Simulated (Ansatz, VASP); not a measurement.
## One calculation of Au, two programs

Contents of POSCAR:

```
Au
1.0
   -1.6408884277      1.6408884277      1.6408884277
    1.6408884277     -1.6408884277      1.6408884277
    1.6408884277      1.6408884277     -1.6408884277
Au
1
Direct
    0.0000000000      0.0000000000      0.0000000000
```

The input INCAR.step1:

```
SYSTEM = Au
PREC     = Accurate       ! precision mode
ENCUT    = 600            ! plane-wave cutoff, eV
ISMEAR   = 0              ! smearing method
SIGMA    = 0.1            ! smearing width, eV
LREAL    = .FALSE.        ! projectors in reciprocal space
LASPH    = .TRUE.         ! aspherical terms in the spheres
NELM     = 80             ! most SCF steps
GGA      = PE             ! functional
ALGO     = Normal         ! electronic algorithm
EDIFF    = 1E-4           ! SCF threshold, eV
LWAVE    = .TRUE.         ! write WAVECAR
LCHARG   = .FALSE.        ! write CHGCAR
```

Contents of INCAR.step2:

```
SYSTEM = Au
PREC     = Accurate       ! precision mode
ENCUT    = 600            ! plane-wave cutoff, eV
EDIFF    = 1E-7           ! SCF threshold, eV
ISMEAR   = 0              ! smearing method
SIGMA    = 0.1            ! smearing width, eV
LREAL    = .FALSE.        ! projectors in reciprocal space
LASPH    = .TRUE.         ! aspherical terms in the spheres
NELM     = 80             ! most SCF steps
ALGO     = Normal         ! electronic algorithm
ISIF     = 3              ! what is computed and relaxed
LWAVE    = .FALSE.        ! write WAVECAR
LCHARG   = .FALSE.        ! write CHGCAR
METAGGA  = R2SCAN         ! meta-GGA
LMIXTAU  = .TRUE.       
IBRION   = 2              ! ionic algorithm
NSW      = 100            ! ionic steps
EDIFFG   = -0.01          ! ionic threshold
ISTART   = 1
```

File KPOINTS:

```
regular mesh
0
G
  24 24 24
  0 0 0
```

Input for Ansatz:

```yaml
crystal:
  lattice:
    - [-1.6408884277, 1.6408884277, 1.6408884277]
    - [1.6408884277, -1.6408884277, 1.6408884277]
    - [1.6408884277, 1.6408884277, -1.6408884277]
  atoms:
    - { symbol: Au, position: [0.0, 0.0, 0.0] }
basis:
  ecutwfc: 500
kpoints:
  mp_grid: { grid: [24, 24, 24] }
hamiltonian:
  xc: r2scan
scf:
  occupations: { method: gaussian, width: 0.1 }
output:
  forces: true
  stress: true
  eigenvalues: true
relax:
  adjacent_minimum: "off"
  f_tol: 0.01
  max_steps: 80
  cell: { stress_tol: 0.05 }
```

Alike in both runs: task relaxation of cell and atoms; functional r2SCAN; k mesh 24 × 24 × 24; occupations gaussian, width 0.1 eV; no spin polarisation.

|  | VASP | Ansatz |
| --- | --- | --- |
| version | VASP 6.6.1 | Ansatz 0.2.0 |
| potentials or method | VASP PAW PBE potentials, release 64 (Au), cutoff 600 eV | scalar-relativistic, plane waves, PAW |
| valence electrons in the cell | 11 | 19 |

|  | VASP | Ansatz | Ansatz less VASP |
| --- | --- | --- | --- |
| gap on the k mesh at the Fermi level, each at its own relaxed structure (eV) | none | none | - |
| relaxed volume (Å³/atom) | 17.63 | 17.59 | -0.038 |
| relaxed length of the cell vector where the two differ most in proportion (Å) | 2.840 | 2.838 | -0.0020 |

VASP's potentials were made for PBE, not for r2SCAN. A gap of «none» marks a metal or a gap that the smearing closes. VASP's potentials hold 11 valence electrons a cell and Ansatz's 19, so a difference there can come from the potentials and not from the codes.

Spin-orbit coupling is off throughout.
